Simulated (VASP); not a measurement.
# CoO (P6_3mc) in VASP: single point with r2SCAN

Aim: the single point of CoO with r2SCAN.

Everything below comes from runs of VASP 6.6.1. Logs are shortened: lines on timing, memory, paths and dates and some standing lists are left out, and cuts for length are marked.

## Step 1: The cell of the first run

Symmetry: P6_3mc, No. 186, hexagonal system. The conventional cell has a = 2.714 Å, b = 2.714 Å, c = 5.933 Å, α = 90.00°, β = 90.00°, γ = 120.00°. Within 2.5 Å of Co (site symmetry 3m) lie 4 O at 1.85 to 1.98 Å. Within 2.5 Å of O (site symmetry 3m) lie 4 Co at 1.85 to 1.98 Å.

## Step 2: Single point, r2SCAN

POSCAR reads:

```
CoO
1.0
    2.7137925099      0.0000000000      0.0000000000
   -1.3568962550      2.3502132541      0.0000000000
    0.0000000000      0.0000000000      5.9330618283
Co O
2 2
Direct
    0.0000000000      0.0000000000      0.0202692950
    0.3333333333      0.6666666667      0.5202662298
    0.0000000000      0.0000000000      0.3547322182
    0.3333333333      0.6666666667      0.8547332570
```

INCAR.step1 reads:

```
SYSTEM = CoO
PREC = Accurate
ENCUT = 770
ISMEAR = 0
SIGMA = 0.02
LREAL = .FALSE.
LASPH = .TRUE.
NELM = 120
NBANDS = 31
GGA = PE
ALGO = Normal
EDIFF = 1E-5
LWAVE = .TRUE.
LCHARG = .FALSE.
GGA_COMPAT = .FALSE.
```

INCAR.step2 reads:

```
SYSTEM = CoO
PREC = Accurate
ENCUT = 770
EDIFF = 1E-6
ISMEAR = 0
SIGMA = 0.02
LREAL = .FALSE.
LASPH = .TRUE.
NELM = 120
ALGO = Normal
ISIF = 2
LWAVE = .FALSE.
LCHARG = .FALSE.
METAGGA = R2SCAN
LMIXTAU = .TRUE.
NBANDS = 31
ISTART = 1
GGA_COMPAT = .FALSE.
```

KPOINTS reads:

```
regular mesh
0
G
  12 12 6
  0 0 0
```

Potentials or basis: VASP PAW PBE potentials, release 64 (Co_sv, O).

Run with:

```console
cat potpaw_PBE.64/Co_sv/POTCAR potpaw_PBE.64/O/POTCAR > POTCAR
cp INCAR.step1 INCAR
mpirun -np 1 vasp_std > vasp.out
cp INCAR.step2 INCAR
mpirun -np 1 vasp_std > vasp.out
```

OUTCAR:

```text
SYSTEM = CoO
   PREC = Accurate
   ENCUT = 770
   EDIFF = 1E-6
   ISMEAR = 0
   LREAL = .FALSE.
   LASPH = .TRUE.
   NELM = 120
   ISIF = 2
   METAGGA = R2SCAN
   ISTART = 1

 ion  position               nearest neighbor table
   1  0.000  0.000  0.020-   4 1.85   4 1.85   4 1.85   3 1.98
   2  0.333  0.667  0.520-   3 1.85   3 1.85   3 1.85   4 1.98
   3  0.000  0.000  0.355-   2 1.85   2 1.85   2 1.85   1 1.98
   4  0.333  0.667  0.855-   1 1.85   1 1.85   1 1.85   2 1.98

  LATTYP: Found a hexagonal cell.
 ALAT       =     2.7137925099
 C/A-ratio  =     2.1862621430

  Lattice vectors:

 A1 = (   2.7137925099,   0.0000000000,   0.0000000000)
 A2 = (  -1.3568962550,   2.3502132541,   0.0000000000)
 A3 = (   0.0000000000,   0.0000000000,   5.9330618283)

Analysis of symmetry for initial positions (statically):
=====================================================================
 Subroutine PRICEL returns:
 Original cell was already a primitive cell.

 Routine SETGRP: Setting up the symmetry group for a
 hexagonal supercell.

 Subroutine GETGRP returns: Found 12 space group operations
 (whereof  6 operations were pure point group operations)
 out of a pool of 24 trial point group operations.

The static configuration has the point symmetry C_3v.
 The point group associated with its full space group is C_6v.

Analysis of symmetry for dynamics (positions and initial velocities):
=====================================================================
 Subroutine PRICEL returns:
 Original cell was already a primitive cell.

 Routine SETGRP: Setting up the symmetry group for a
 hexagonal supercell.

 Subroutine GETGRP returns: Found 12 space group operations
 (whereof  6 operations were pure point group operations)
 out of a pool of 24 trial point group operations.

The dynamic configuration has the point symmetry C_3v.
 The point group associated with its full space group is C_6v.

 Subroutine INISYM returns: Found 12 space group operations
 (whereof  6 operations are pure point group operations),
 and found     1 'primitive' translations

----------------------------------------------------------------------------------------

                                     Primitive cell

  volume of cell :      37.8410

  direct lattice vectors                    reciprocal lattice vectors
     2.713792510  0.000000000  0.000000000     0.368488009  0.212746651  0.000000000
    -1.356896255  2.350213254  0.000000000     0.000000000  0.425493303  0.000000000
     0.000000000  0.000000000  5.933061828     0.000000000  0.000000000  0.168547038

  length of vectors
     2.713792510  2.713792510  5.933061828     0.425493303  0.425493303  0.168547038

  position of ions in fractional coordinates (direct lattice)
     0.000000000  0.000000000  0.020269295
     0.333333333  0.666666667  0.520266230
     0.000000000  0.000000000  0.354732218
     0.333333333  0.666666667  0.854733257

  ion indices of the primitive-cell ions
   primitive index   ion index
                 1           1
                 2           2
                 3           3
                 4           4

----------------------------------------------------------------------------------------

 KPOINTS: regular mesh

Automatic generation of k-mesh.
 Grid dimensions read from file:
 generate k-points for:   12   12    6

 Generating k-lattice:

  Cartesian coordinates                     Fractional coordinates (reciprocal lattice)
     0.030707334  0.017728888  0.000000000     0.083333333 -0.000000000  0.000000000
     0.000000000  0.035457775  0.000000000     0.000000000  0.083333333  0.000000000
     0.000000000  0.000000000  0.028091173     0.000000000  0.000000000  0.166666667

  Length of vectors
     0.035457775  0.035457775  0.028091173

  Shift w.r.t. Gamma in fractional coordinates (k-lattice)
     0.000000000  0.000000000  0.000000000

 Subroutine IBZKPT returns following result:
 ===========================================

 Found     76 irreducible k-points:

 Following reciprocal coordinates:
            Coordinates               Weight
  0.000000  0.000000  0.000000      1.000000
  0.083333  0.000000  0.000000      6.000000
  0.166667 -0.000000  0.000000      6.000000
  0.250000  0.000000  0.000000      6.000000
  0.333333 -0.000000  0.000000      6.000000
  0.416667 -0.000000  0.000000      6.000000
[... 16 lines left out ...]
  0.250000  0.000000  0.166667     12.000000
  0.333333 -0.000000  0.166667     12.000000
 [... further k-points ...]
   k-points           NKPTS =     76   k-points in BZ     NKDIM =     76   number of bands    NBANDS=     31
   number of dos      NEDOS =    301   number of ions     NIONS =      4
   total plane-waves  NPLWV =  42336
   dimension x,y,z NGX =    28 NGY =   28 NGZ =   54
   dimension x,y,z NGXF=    56 NGYF=   56 NGZF=  108
   ions per type =               2   2
   NGX,Y,Z   is equivalent  to a cutoff of  17.15, 17.15, 15.13 a.u.
   NGXF,Y,Z  is equivalent  to a cutoff of  34.31, 34.31, 30.26 a.u.
 SYSTEM =  CoO
   PREC   = accura    normal or accurate (medium, high low for compatibility)
   ISTART =      1    job   : 0-new  1-cont  2-samecut
   ICHARG =      0    charge: 1-file 2-atom 10-const
   ISPIN  =      1    spin polarized calculation?
   LNONCOLLINEAR =      F non collinear calculations
   LSORBIT =      F    spin-orbit coupling
   LASPH  =      T    aspherical Exc in radial PAW
   ENCUT  =  770.0 eV  56.59 Ry    7.52 a.u.   6.14  6.14 13.42*2*pi/ulx,y,z
   NELM   =    120;   NELMIN=  2; NELMDL=  0     # of ELM steps
   EDIFF  = 0.1E-05   stopping-criterion for ELM
   LREAL  =      F    real-space projection
[... 7 lines left out ...]
   TEBEG  =    0.0;   TEEND  =   0.0 temperature during run
   PSTRESS=    0.0 pullay stress
   NELECT =      46.0000    total number of electrons
   NUPDOWN=      -1.0000    fix difference up-down
   EMIN   =  10.00;   EMAX   =-10.00  energy-range for DOS
   EFERMI =   0.00;   METHOD = LEGACY
   ISMEAR =     0;   SIGMA  =   0.02  broadening in eV -4-tet -1-fermi 0-gaus
   EFERMI_NEDOS =   21; number of points for ismear=-14 and -15
   IALGO  =     38    algorithm
   IMIX   =      4    mixing-type and parameters
     AMIX     =   0.40;   BMIX     =  1.00
     AMIX_MAG =   1.60;   BMIX_MAG =  1.00
  volume/ion in A,a.u.               =       9.46        63.84
  Fermi-wavevector in a.u.,A,eV,Ry     =   1.747189  3.301708 41.534081  3.052669
  Thomas-Fermi vector in A             =   2.818538
   LORBIT       =      0    0 simple, 1 ext, 2 COOP (PROOUT), +10 PAW based schemes
   METAGGA = R2SCAN    functional components
   LHFCALC =     F    Hartree Fock is set to
   AEXX    =    0.0000 exact exchange contribution
   IVDW    =     0    specifies the selected vdW correction
   LEPSILON=     F    determine dielectric tensor
   LRPA    =     F    only Hartree local field effects (RPA)
 non-spin polarized calculation
 Gauss-broadening in eV      SIGMA  =   0.02
  energy-cutoff  :      770.00
  volume of cell :       37.84
 maximum number of plane-waves:      1860
 NGX is ok and might be reduce to    28
   NGX = 13   NGY = 13   NGZ = 27

 number of electron      45.9999998 magnetization

 Free energy of the ion-electron system (eV)
  ---------------------------------------------------
  ext. energy  EPLUGINS =         0.00000000
  ---------------------------------------------------
  free energy    TOTEN  =       -40.93765273 eV

  energy without entropy =      -40.93700460  energy(sigma->0) =      -40.93732867

 E-fermi :   8.8672     XC(G=0): -13.5048

 val. band max:        8.8627619505   @ k =   0.1667   0.0833   0.1667
 cond. band min:       8.8784915716   @ k =   0.2500   0.1667   0.1667
 fundamental gap:      0.0157296211
 Fermi energy:         8.8672460890

 k-point     1 :       0.0000    0.0000    0.0000
  band No.  band energies     occupation
      1     -89.9032      2.00000
      2     -89.9021      2.00000
      3     -51.8065      2.00000
      4     -51.8065      2.00000
      5     -51.8052      2.00000
      6     -51.8052      2.00000
[... 23 lines left out ...]
     30      22.0857      0.00000
     31      27.7159      0.00000

 k-point     2 :       0.0833    0.0000    0.0000
  band No.  band energies     occupation
      1     -89.9023      2.00000
      2     -89.9013      2.00000
      3     -51.8141      2.00000
      4     -51.8127      2.00000
      5     -51.8083      2.00000
      6     -51.8069      2.00000
[... 23 lines left out ...]
     30      22.4070      0.00000
     31      27.0481      0.00000

 k-point     3 :       0.1667   -0.0000    0.0000
  band No.  band energies     occupation
      1     -89.9001      2.00000
      2     -89.8991      2.00000
      3     -51.8347      2.00000
      4     -51.8333      2.00000
      5     -51.8133      2.00000
      6     -51.8118      2.00000
[... 23 lines left out ...]
     30      23.1868      0.00000
     31      25.1494      0.00000

 k-point     4 :       0.2500    0.0000    0.0000
  band No.  band energies     occupation
      1     -89.8969      2.00000
      2     -89.8961      2.00000
      3     -51.8626      2.00000
      4     -51.8612      2.00000
      5     -51.8201      2.00000
      6     -51.8184      2.00000
[... 23 lines left out ...]
     30      22.6341      0.00000
     31      24.1565      0.00000

 k-point     5 :       0.3333   -0.0000    0.0000
  band No.  band energies     occupation
      1     -89.8938      2.00000
      2     -89.8930      2.00000
      3     -51.8904      2.00000
      4     -51.8890      2.00000
      5     -51.8269      2.00000
      6     -51.8250      2.00000
[... 23 lines left out ...]
     30      21.5568      0.00000
     31      22.7120      0.00000
[... 542 lines left out ...]
     30      22.0662      0.00000
     31      27.2604      0.00000

 k-point    22 :       0.1667   -0.0000    0.1667
  band No.  band energies     occupation
      1     -89.9000      2.00000
      2     -89.8991      2.00000
      3     -51.8346      2.00000
      4     -51.8334      2.00000
      5     -51.8132      2.00000
      6     -51.8119      2.00000
[... 23 lines left out ...]
     30      22.8224      0.00000
     31      25.1537      0.00000

 k-point    23 :       0.2500    0.0000    0.1667
  band No.  band energies     occupation
      1     -89.8969      2.00000
      2     -89.8961      2.00000
      3     -51.8625      2.00000
      4     -51.8613      2.00000
      5     -51.8200      2.00000
      6     -51.8185      2.00000
[... 23 lines left out ...]
     30      22.6385      0.00000
     31      23.7752      0.00000

 k-point    24 :       0.3333   -0.0000    0.1667
  band No.  band energies     occupation
      1     -89.8938      2.00000
      2     -89.8931      2.00000
      3     -51.8903      2.00000
      4     -51.8891      2.00000
      5     -51.8268      2.00000
      6     -51.8251      2.00000
[... 23 lines left out ...]
     30      21.5252      0.00000
     31      22.7791      0.00000

 [... further k-points ...]

------------------------ aborting loop because EDIFF is reached ----------------------------------------

  FORCE on cell =-STRESS in cart. coord.  units (eV):
  Direction    XX          YY          ZZ          XY          YZ          ZX
  --------------------------------------------------------------------------------------
  -------------------------------------------------------------------------------------
  Total       -0.0165723     -0.0165723     -0.2063191      0.0000000      0.0000000     -0.0000000
  in kB       -0.7016644     -0.7016644     -8.7354908      0.0000000      0.0000000     -0.0000000
  external PRESSURE =      -3.3796065 kB  Pullay stress =       0.0000000 kB

 VOLUME and BASIS-vectors are now :
 -----------------------------------------------------------------------------
  energy-cutoff  :      770.00
  volume of cell :       37.84
      direct lattice vectors                 reciprocal lattice vectors
     2.713792510  0.000000000  0.000000000     0.368488009  0.212746651  0.000000000
    -1.356896255  2.350213254  0.000000000     0.000000000  0.425493303  0.000000000
     0.000000000  0.000000000  5.933061828     0.000000000  0.000000000  0.168547038

 POSITION                                       TOTAL-FORCE (eV/Angst)
 -----------------------------------------------------------------------------------
      0.00000      0.00000      0.12026         0.000000     -0.000000      0.024379
     -0.00000      1.56681      3.08677        -0.000000      0.000000      0.024379
      0.00000      0.00000      2.10465         0.000000      0.000000     -0.024379
     -0.00000      1.56681      5.07119        -0.000000     -0.000000     -0.024379
 -----------------------------------------------------------------------------------
    total drift:                               -0.000001      0.000000     -0.028314

  FREE ENERGIE OF THE ION-ELECTRON SYSTEM (eV)
  ---------------------------------------------------
  free  energy   TOTEN  =       -40.9376527343 eV

  energy  without entropy=      -40.9370046013  energy(sigma->0) =      -40.93732867
```

It took 5 min on 1 thread of Intel Xeon 6975P-C (Granite Rapids), shared host; peak memory 0.29 GiB.

Results:

* Free energy: -40.9377 eV
* Pressure: -0.3 GPa
* Largest force: 0.024 eV/Å
* Band gap on the k mesh: zero (bands 23 and 24 overlap by 1.35 eV)

Forces on the atoms (eV/Å):
```
Co   0.000  0.000  0.024
Co   0.000  0.000  0.024
O    0.000  0.000 -0.024
O    0.000  0.000 -0.024
```

Levels at points of the mesh, in eV from the Fermi level:
| k point | band 19 | band 20 | band 21 | band 22 | band 23 | band 24 | band 25 | band 26 | band 27 | band 28 |
| --- | --- | --- | --- | --- | --- | --- | --- | --- | --- | --- |
| (0.00, 0.00, 0.00) | -1.86 | -1.44 | -1.44 | -0.73 | 0.48 | 0.48 | 1.54 | 1.54 | 1.90 | 5.76 |
| (0.50, 0.00, 0.00) | -1.33 | -1.02 | -0.94 | -0.93 | -0.34 | -0.13 | 0.14 | 1.39 | 6.98 | 7.92 |
| (0.00, 0.00, 0.50) | -1.67 | -1.67 | -1.27 | -1.27 | 1.04 | 1.04 | 1.04 | 1.04 | 3.42 | 3.42 |
| (0.50, 0.00, 0.50) | -1.09 | -1.09 | -0.96 | -0.96 | -0.21 | -0.21 | 0.77 | 0.77 | 6.84 | 6.84 |

Caveat: the PAW data sets were made with another functional, which shifts forces and pressure a little; the run has no spin polarisation, though such a crystal can be magnetic; semilocal functionals often make such compounds metallic where correlation or magnetic order opens a gap, which also shifts bond lengths. Spin polarisation is off, so any magnetic state and its effect on volume and gap are missing.
